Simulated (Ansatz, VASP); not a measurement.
**Sn in VASP and in Ansatz**

```
CELL_PARAMETERS angstrom
-1.87785 1.87785 1.87785
1.87785 -1.87785 1.87785
1.87785 1.87785 -1.87785
ATOMIC_POSITIONS crystal
Sn 0.00000 0.00000 0.00000
```

Alike in both runs: task single point; functional PBE; k mesh 19 × 19 × 19; occupations fermi-dirac, width 0.1 eV; no spin polarisation.

|  | VASP | Ansatz |
| --- | --- | --- |
| version | VASP 6.6.1 | Ansatz 0.2.0 |
| potentials or method | VASP PAW PBE potentials, release 64 (Sn_d), cutoff 520 eV | plane waves (420 eV) with PAW, scalar-relativistic |
| valence electrons in the cell | 14 | 14 |

|  | VASP | Ansatz | Ansatz less VASP |
| --- | --- | --- | --- |
| pressure (GPa) | 2.2 | 2.3 | +0.04 |
